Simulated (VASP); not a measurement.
Set up this calculation in VASP 6.6.1, as the native input.

* Task: single point
* Functional: PBE
* Potentials or basis: VASP PAW PBE potentials, release 64 (Hf_pv, Ge_d, Ru_pv)
* Cutoff: 520 eV
* k mesh: 12 × 12 × 4
* Occupations: gaussian, width 0.1 eV
* Spin: no spin polarisation
* Dipole correction: no
* Further INCAR settings: ALGO = Normal; EDIFF = 1e-06; NBANDS = 47

The structure of Hf2Ge3Ru lies in POSCAR:

```
Hf2Ge3Ru
1.0
    3.0804895240      0.0000000000      0.0000000000
    0.0000000000      3.0804895240      0.0000000000
    0.0000000000      0.0000000000     10.7232212177
Hf Ge Ru
2 3 1
Direct
    0.0000000000      0.0000000000      0.3152871253
    0.0000000000      0.0000000000      0.6847128747
    0.5000000000      0.5000000000      0.1377599183
    0.5000000000      0.5000000000      0.5000000000
    0.5000000000      0.5000000000      0.8622400817
    0.0000000000      0.0000000000      0.0000000000
```

The cell was generated, and may not be a known phase.

One way to write it, as run:

INCAR

```
SYSTEM = Hf2Ge3Ru
PREC     = Accurate       ! precision mode
ENCUT    = 520            ! plane-wave cutoff, eV
EDIFF    = 1E-6           ! SCF threshold, eV
ISMEAR   = 0              ! smearing method
SIGMA    = 0.1            ! smearing width, eV
LREAL    = .False.        ! projectors in reciprocal space
LASPH    = .True.         ! aspherical terms in the spheres
NELM     = 60             ! most SCF steps
ALGO     = Normal         ! electronic algorithm
ISIF     = 2              ! what is computed and relaxed
LWAVE    = .False.        ! write WAVECAR
LCHARG   = .False.        ! write CHGCAR
GGA      = PE             ! functional
NBANDS   = 47             ! bands
```

KPOINTS

```
Automatic mesh
0
Gamma
  12 12 4
  0 0 0
```

Potentials or basis: VASP PAW PBE potentials, release 64 (Hf_pv, Ge_d, Ru_pv).

Launch:

```console
$ cat potpaw_PBE.64/Hf_pv/POTCAR potpaw_PBE.64/Ge_d/POTCAR potpaw_PBE.64/Ru_pv/POTCAR > POTCAR
$ mpirun -np 1 vasp_std > vasp.out
```

It gave:

```json
{
 "Pressure": "-0.2 GPa",
 "Largest force": "0.043 eV/Å",
 "Band gap on the k mesh": "zero (bands 38 and 39 overlap by 1.72 eV)"
}
```

Caveat: spin-orbit coupling is left out, which moves the levels of the heavy elements.

It took 4.6 min on 1 thread of Intel(R) Xeon(R) Platinum 8488C (Sapphire Rapids) (shared host), peak memory 0.45 GiB.
